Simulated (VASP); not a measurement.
Here is a VASP 6.6.1 calculation.

The input INCAR:

```
SYSTEM = LiMgBN2
PREC = Accurate ; ENCUT = 520
EDIFF = 1E-7 ; ISMEAR = 0
SIGMA = 0.02 ; LREAL = .False.
LASPH = .True. ; NELM = 80
ALGO = Normal ; ISIF = 2
LWAVE = .False. ; LCHARG = .False.
GGA = PS ; NBANDS = 17
```

KPOINTS

```
regular mesh
0
Gamma
  10 10 10
  0 0 0
```

POSCAR

```
LiMgBN2
1.0
   -1.8892991571      1.8892991571      4.4238420579
    1.8892991571     -1.8892991571      4.4238420579
    1.8892991571      1.8892991571     -4.4238420579
Li Mg B N
1 1 1 2
Direct
    0.2500000000      0.7500000000      0.5000000000
    0.7500000000      0.2500000000      0.5000000000
    0.5000000000      0.5000000000      0.0000000000
    0.6517393865      0.6517393865      0.0000000000
    0.3482606135      0.3482606135      0.0000000000
```

Potentials or basis: VASP PAW PBE potentials, release 64 (Li_sv, Mg, B, N).

The run is started by

```console
$ cat potpaw_PBE.64/Li_sv/POTCAR potpaw_PBE.64/Mg/POTCAR potpaw_PBE.64/B/POTCAR potpaw_PBE.64/N/POTCAR > POTCAR
$ mpirun -np 1 vasp_std > vasp.out
```

Task: What does it give for the largest force?

Result: 0.017 eV/Å.

Task: Estimate the band gap on the k mesh.

Result: 2.53 eV (least direct gap 3.44 eV).

Forces on the atoms (eV/Å):
```
Li   0.000  0.000  0.000
Mg   0.000  0.000  0.000
B    0.000  0.000  0.000
N    0.000  0.000  0.017
N    0.000  0.000 -0.017
```

Caveat: the PAW data sets were made with another functional, which shifts forces and pressure a little. A k mesh can miss the band edges.
